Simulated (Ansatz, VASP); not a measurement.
# ZnS: VASP beside Ansatz

```xyz
2
Lattice="0.0000 2.7175 2.7175 2.7175 0.0000 2.7175 2.7175 2.7175 0.0000" Properties=species:S:1:pos:R:3 pbc="T T T"
Zn    0.0000    0.0000    0.0000
S     4.0762    4.0762    4.0762
```

Alike in both runs: task single point; functional PBE; k mesh 12 × 12 × 12; occupations gaussian, width 0.05 eV; no spin polarisation.

|  | VASP | Ansatz |
| --- | --- | --- |
| version | VASP 6.6.1 | Ansatz 0.2.0 |
| potentials or method | VASP PAW PBE potentials, release 64 (Zn, S), cutoff 520 eV | scalar-relativistic, plane waves, PAW |
| valence electrons in the cell | 18 | 18 |

|  | VASP | Ansatz | Ansatz less VASP |
| --- | --- | --- | --- |
| gap on the k mesh at the Fermi level (eV) | 2.04 | 2.04 | -0.004 |
| least direct gap on the mesh (eV) | 2.04 | 2.04 | -0.004 |
| pressure (GPa) | 0.5 | 0.3 | -0.15 |

With one functional, cell and mesh, what is left measures potentials, basis and numerics.
